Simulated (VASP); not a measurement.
# TiC (WC type) (P-6m2) in VASP: a series of runs

TiC (WC type) is run at these levels: PBE; tasks: single point.

All numbers are computed with VASP 6.6.1; they aren't measurements. Logs are shortened: lines on timing, memory, paths and dates and some standing lists are left out, and cuts for length are marked.

## Step 1: The cell of the first run

Symmetry: P-6m2, No. 187, hexagonal system. Conventional cell: a = 3.042 Å, b = 3.042 Å, c = 2.697 Å, α = 90.00°, β = 90.00°, γ = 120.00°. Ti (site symmetry -6m2) has 6 C at 2.21 Å and 2 Ti at 2.70 Å within 2.9 Å. C (site symmetry -6m2) has 6 Ti at 2.21 Å and 2 C at 2.70 Å within 2.9 Å.

## Step 2: Single point, PBE

INCAR

```
PREC = Accurate
ENCUT = 520
EDIFF = 1E-6
ISMEAR = -1
SIGMA = 0.05
LREAL = False
LASPH = True
NELM = 60
ALGO = Normal
ISIF = 2
LWAVE = False
LCHARG = False
GGA = PE
NBANDS = 15
```

KPOINTS

```
regular mesh
0
Gamma
  15 15 14
```

POSCAR

```
TiC
1.0
    3.0423433870      0.0000000000      0.0000000000
   -1.5211716935      2.6347466602      0.0000000000
    0.0000000000      0.0000000000      2.6972023991
Ti C
1 1
Direct
    0.0000000000      0.0000000000      0.0000000000
    0.3333333333      0.6666666667      0.5000000000
```

Potentials or basis: VASP PAW PBE potentials, release 64 (Ti_sv, C).

Run with:

```sh
$ cat potpaw_PBE.64/Ti_sv/POTCAR potpaw_PBE.64/C/POTCAR > POTCAR
$ mpirun -np 1 vasp_std > vasp.out
```

OUTCAR:

```text
PREC = Accurate
   ENCUT = 520
   EDIFF = 1E-6
   ISMEAR = -1
   LREAL = False
   LASPH = True
   NELM = 60
   ISIF = 2
   GGA = PE

 ion  position               nearest neighbor table
   1  0.000  0.000  0.000-   2 2.21   2 2.21   2 2.21   2 2.21   2 2.21   2 2.21
   2  0.333  0.667  0.500-   1 2.21   1 2.21   1 2.21   1 2.21   1 2.21   1 2.21

  LATTYP: Found a hexagonal cell.
 ALAT       =     3.0423433870
 C/A-ratio  =     0.8865542301

  Lattice vectors:

 A1 = (   3.0423433870,   0.0000000000,   0.0000000000)
 A2 = (  -1.5211716935,   2.6347466602,   0.0000000000)
 A3 = (   0.0000000000,   0.0000000000,   2.6972023991)

Analysis of symmetry for initial positions (statically):
=====================================================================
 Subroutine PRICEL returns:
 Original cell was already a primitive cell.

 Routine SETGRP: Setting up the symmetry group for a
 hexagonal supercell.

 Subroutine GETGRP returns: Found 12 space group operations
 (whereof 12 operations were pure point group operations)
 out of a pool of 24 trial point group operations.

The static configuration has the point symmetry D_3h.

Analysis of symmetry for dynamics (positions and initial velocities):
=====================================================================
 Subroutine PRICEL returns:
 Original cell was already a primitive cell.

 Routine SETGRP: Setting up the symmetry group for a
 hexagonal supercell.

 Subroutine GETGRP returns: Found 12 space group operations
 (whereof 12 operations were pure point group operations)
 out of a pool of 24 trial point group operations.

The dynamic configuration has the point symmetry D_3h.

 Subroutine INISYM returns: Found 12 space group operations
 (whereof 12 operations are pure point group operations),
 and found     1 'primitive' translations

----------------------------------------------------------------------------------------

                                     Primitive cell

  volume of cell :      21.6202

  direct lattice vectors                    reciprocal lattice vectors
     3.042343387  0.000000000  0.000000000     0.328693994  0.189771566  0.000000000
    -1.521171693  2.634746660  0.000000000     0.000000000  0.379543132  0.000000000
     0.000000000  0.000000000  2.697202399     0.000000000  0.000000000  0.370754527

  length of vectors
     3.042343387  3.042343387  2.697202399     0.379543132  0.379543132  0.370754527

  position of ions in fractional coordinates (direct lattice)
     0.000000000  0.000000000  0.000000000
     0.333333333  0.666666667  0.500000000

  ion indices of the primitive-cell ions
   primitive index   ion index
                 1           1
                 2           2

----------------------------------------------------------------------------------------

 KPOINTS: regular mesh

Automatic generation of k-mesh.
 Grid dimensions read from file:
 generate k-points for:   15   15   14

 Generating k-lattice:

  Cartesian coordinates                     Fractional coordinates (reciprocal lattice)
     0.021912933  0.012651438  0.000000000     0.066666667 -0.000000000  0.000000000
     0.000000000  0.025302875  0.000000000     0.000000000  0.066666667  0.000000000
     0.000000000  0.000000000  0.026482466     0.000000000  0.000000000  0.071428571

  Length of vectors
     0.025302875  0.025302875  0.026482466

  Shift w.r.t. Gamma in fractional coordinates (k-lattice)
     0.000000000  0.000000000  0.000000000

 Subroutine IBZKPT returns following result:
 ===========================================

 Found    216 irreducible k-points:

 Following reciprocal coordinates:
            Coordinates               Weight
  0.000000  0.000000  0.000000      1.000000
  0.066667  0.000000  0.000000      6.000000
  0.133333  0.000000  0.000000      6.000000
  0.200000 -0.000000  0.000000      6.000000
  0.266667  0.000000  0.000000      6.000000
  0.333333  0.000000  0.000000      6.000000
[... 16 lines left out ...]
  0.333333  0.200000  0.000000     12.000000
  0.400000  0.200000  0.000000      6.000000
 [... further k-points ...]
   k-points           NKPTS =    216   k-points in BZ     NKDIM =    216   number of bands    NBANDS=     15
   number of dos      NEDOS =    301   number of ions     NIONS =      2
   total plane-waves  NPLWV =  11520
   dimension x,y,z NGX =    24 NGY =   24 NGZ =   20
   dimension x,y,z NGXF=    48 NGYF=   48 NGZF=   40
   ions per type =               1   1
   NGX,Y,Z   is equivalent  to a cutoff of  13.11, 13.11, 12.33 a.u.
   NGXF,Y,Z  is equivalent  to a cutoff of  26.23, 26.23, 24.65 a.u.
 SYSTEM =  unknown system
   PREC   = accura    normal or accurate (medium, high low for compatibility)
   ISTART =      0    job   : 0-new  1-cont  2-samecut
   ICHARG =      2    charge: 1-file 2-atom 10-const
   ISPIN  =      1    spin polarized calculation?
   LNONCOLLINEAR =      F non collinear calculations
   LSORBIT =      F    spin-orbit coupling
   LASPH  =      T    aspherical Exc in radial PAW
   ENCUT  =  520.0 eV  38.22 Ry    6.18 a.u.   5.66  5.66  5.02*2*pi/ulx,y,z
   NELM   =     60;   NELMIN=  2; NELMDL= -5     # of ELM steps
   EDIFF  = 0.1E-05   stopping-criterion for ELM
   LREAL  =      F    real-space projection
   EDIFFG = 0.1E-04   stopping-criterion for IOM
   NSW    =      0    number of steps for IOM
   IBRION =     -1    ionic relax: 0-MD 1-quasi-New 2-CG
   NFREE  =      0    steps in history (QN), initial steepest desc. (CG)
   ISIF   =      2    stress and relaxation
   ISYM   =      2    0-nonsym 1-usesym 2-fastsym
   POTIM  = 0.5000    time-step for ionic-motion
   TEBEG  =    0.0;   TEEND  =   0.0 temperature during run
   PSTRESS=    0.0 pullay stress
   NELECT =      16.0000    total number of electrons
   NUPDOWN=      -1.0000    fix difference up-down
   EMIN   =  10.00;   EMAX   =-10.00  energy-range for DOS
   EFERMI =   0.00;   METHOD = LEGACY
   ISMEAR =    -1;   SIGMA  =   0.05  broadening in eV -4-tet -1-fermi 0-gaus
   EFERMI_NEDOS =   21; number of points for ismear=-14 and -15
   IALGO  =     38    algorithm
   IMIX   =      4    mixing-type and parameters
     AMIX     =   0.40;   BMIX     =  1.00
     AMIX_MAG =   1.60;   BMIX_MAG =  1.00
  volume/ion in A,a.u.               =      10.81        72.95
  Fermi-wavevector in a.u.,A,eV,Ry     =   1.480794  2.798295 29.834183  2.192751
  Thomas-Fermi vector in A             =   2.594784
   LORBIT       =      0    0 simple, 1 ext, 2 COOP (PROOUT), +10 PAW based schemes
   GGA     = PE    functional components
   LHFCALC =     F    Hartree Fock is set to
   AEXX    =    0.0000 exact exchange contribution
   IVDW    =     0    specifies the selected vdW correction
   LEPSILON=     F    determine dielectric tensor
   LRPA    =     F    only Hartree local field effects (RPA)
 non-spin polarized calculation
  energy-cutoff  :      520.00
  volume of cell :       21.62
 maximum number of plane-waves:       593
 NGX is ok and might be reduce to    24
   NGX = 11   NGY = 11   NGZ = 11

 number of electron      16.0000002 magnetization

 Free energy of the ion-electron system (eV)
  ---------------------------------------------------
  ext. energy  EPLUGINS =         0.00000000
  ---------------------------------------------------
  free energy    TOTEN  =       -17.35667442 eV

  energy without entropy =      -17.35384966  energy(sigma->0) =      -17.35526204

 E-fermi :   8.5989     XC(G=0): -12.2953

 val. band max:        8.5644465145   @ k =   0.4000   0.0000   0.0714
 cond. band min:       8.6018063461   @ k =   0.4000   0.0000   0.0000
 fundamental gap:      0.0373598316
 Fermi energy:         8.5988989812

 k-point     1 :       0.0000    0.0000    0.0000
  band No.  band energies     occupation
      1     -47.9277      2.00000
      2     -24.0852      2.00000
      3     -24.0852      2.00000
      4     -23.6228      2.00000
      5      -3.3823      2.00000
      6       7.0256      2.00000
      7       7.0256      2.00000
      8       7.6653      2.00000
      9      10.9213      0.00000
     10      11.9570      0.00000
     11      11.9570      0.00000
     12      14.2955      0.00000
     13      14.2955      0.00000
     14      16.1392      0.00000
     15      24.3642      0.00000

 k-point     2 :       0.0667    0.0000    0.0000
  band No.  band energies     occupation
      1     -47.9254      2.00000
      2     -24.1030      2.00000
      3     -24.0892      2.00000
      4     -23.6208      2.00000
      5      -3.3011      2.00000
      6       6.8274      2.00000
      7       7.0871      2.00000
      8       7.7356      2.00000
      9      10.5720      0.00000
     10      11.9436      0.00000
     11      12.3408      0.00000
     12      14.1322      0.00000
     13      14.1961      0.00000
     14      16.3961      0.00000
     15      23.7685      0.00000

 k-point     3 :       0.1333    0.0000    0.0000
  band No.  band energies     occupation
      1     -47.9189      2.00000
      2     -24.1533      2.00000
      3     -24.1004      2.00000
      4     -23.6150      2.00000
      5      -3.0648      2.00000
      6       6.3537      2.00000
      7       7.2659      2.00000
      8       7.8703      2.00000
      9      10.0090      0.00000
     10      11.9061      0.00000
     11      12.9995      0.00000
     12      13.7227      0.00000
     13      13.9238      0.00000
     14      17.0476      0.00000
     15      23.3041      0.00000
[... 343 lines left out ...]
 k-point    23 :       0.3333    0.2000    0.0000
  band No.  band energies     occupation
      1     -47.8722      2.00000
      2     -24.4315      2.00000
      3     -24.2543      2.00000
      4     -23.5733      2.00000
      5      -0.9110      2.00000
      6       4.3260      2.00000
      7       6.5859      2.00000
      8       8.3997      1.96349
      9       9.6252      0.00000
     10      11.2746      0.00000
     11      11.5184      0.00000
     12      12.2774      0.00000
     13      15.5884      0.00000
     14      20.5684      0.00000
     15      23.8166      0.00000

 k-point    24 :       0.4000    0.2000    0.0000
  band No.  band energies     occupation
      1     -47.8703      2.00000
      2     -24.4393      2.00000
      3     -24.2634      2.00000
      4     -23.5717      2.00000
      5      -0.7973      2.00000
      6       4.2875      2.00000
      7       6.4513      2.00000
      8       8.3637      1.98204
      9       9.7878      0.00000
     10      11.2395      0.00000
     11      11.4101      0.00000
     12      12.2124      0.00000
     13      15.6695      0.00000
     14      20.6605      0.00000
     15      24.1502      0.00000

 [... further k-points ...]
[... 5 lines left out ...]
  --------------------------------------------------------------------------------------
  -------------------------------------------------------------------------------------
  Total        0.0200482      0.0200482      0.0157528      0.0000000      0.0000000      0.0000000
  in kB        1.4856800      1.4856800      1.1673681      0.0000000      0.0000000      0.0000000
  external PRESSURE =       1.3795760 kB  Pullay stress =       0.0000000 kB

 VOLUME and BASIS-vectors are now :
 -----------------------------------------------------------------------------
  energy-cutoff  :      520.00
  volume of cell :       21.62
      direct lattice vectors                 reciprocal lattice vectors
     3.042343387  0.000000000  0.000000000     0.328693994  0.189771566  0.000000000
    -1.521171693  2.634746660  0.000000000     0.000000000  0.379543132  0.000000000
     0.000000000  0.000000000  2.697202399     0.000000000  0.000000000  0.370754527

 POSITION                                       TOTAL-FORCE (eV/Angst)
 -----------------------------------------------------------------------------------
      0.00000      0.00000      0.00000         0.000000     -0.000000      0.000000
     -0.00000      1.75650      1.34860        -0.000000      0.000000      0.000000
 -----------------------------------------------------------------------------------
    total drift:                                0.000000     -0.000000     -0.000000

  FREE ENERGIE OF THE ION-ELECTRON SYSTEM (eV)
  ---------------------------------------------------
  free  energy   TOTEN  =       -17.3566744178 eV

  energy  without entropy=      -17.3538496600  energy(sigma->0) =      -17.35526204
```

Wall time 36 s (1 thread of Intel Xeon 6975P-C (Granite Rapids), shared host); peak memory 0.19 GiB.

What came out:

```
Free energy            : -17.3567 eV
Pressure               : 0.1 GPa
Band gap on the k mesh : zero (band 8 reaches 8.69 eV, above the bottom of band 9 at 8.56 eV)
```

Levels at points of the mesh, in eV from the Fermi level:
```csv
k point,band 4,band 5,band 6,band 7,band 8,band 9,band 10,band 11,band 12,band 13
"(0.00, 0.00, 0.00)",-32.22,-11.98,-1.57,-1.57,-0.93,2.32,3.36,3.36,5.70,5.70
"(0.00, 0.00, 0.50)",-32.61,-8.85,-5.58,-0.49,-0.49,1.16,1.16,4.72,4.75,4.75
```

## Step 3: Single point, PBE

INCAR

```
SYSTEM = TiC
PREC     = Accurate       ! precision mode
ENCUT    = 520            ! plane-wave cutoff, eV
EDIFF    = 1E-6           ! SCF threshold, eV
ISMEAR   = -1             ! smearing method
SIGMA    = 0.05           ! smearing width, eV
LREAL    = .FALSE.        ! projectors in reciprocal space
LASPH    = .TRUE.         ! aspherical terms in the spheres
NELM     = 80             ! most SCF steps
ALGO     = Normal         ! electronic algorithm
ISIF     = 2              ! what is computed and relaxed
LWAVE    = .FALSE.        ! write WAVECAR
LCHARG   = .TRUE.         ! write CHGCAR
GGA      = PE             ! functional
LELF     = .TRUE.         ! ELF
LVHAR    = .TRUE.       
NBANDS   = 15             ! bands
```

KPOINTS

```
regular mesh
0
G
  15 15 14
  0 0 0
```

POSCAR

```
TiC
1.0
    3.0426103308      0.0000000000      0.0000000000
   -1.5213051654      2.6349778403      0.0000000000
    0.0000000000      0.0000000000      2.6970691156
Ti C
1 1
Direct
    0.0000000000      0.0000000000      0.0000000000
    0.3333333333      0.6666666667      0.5000000000
```

Potentials or basis: VASP PAW PBE potentials, release 64 (Ti_sv, C).

Run with:

```sh
$ cat potpaw_PBE.64/Ti_sv/POTCAR potpaw_PBE.64/C/POTCAR > POTCAR
$ mpirun -np 1 vasp_std > vasp.out
```

It took 33 s on 1 thread of Intel Xeon 6975P-C (Granite Rapids), shared host; peak memory 0.18 GiB.

It converged, with:

- Free energy: -17.3567 eV
- Pressure: 0.1 GPa
- Band gap on the k mesh: zero (band 8 reaches 8.69 eV, above the bottom of band 9 at 8.56 eV)

Levels at points of the mesh, in eV from the Fermi level:
```tsv
k point	band 6	band 7	band 8	band 9	band 10	band 11
(0.00, 0.00, 0.00)	-1.57	-1.57	-0.93	2.32	3.36	3.36
(0.00, 0.00, 0.50)	-5.58	-0.49	-0.49	1.16	1.16	4.72
```
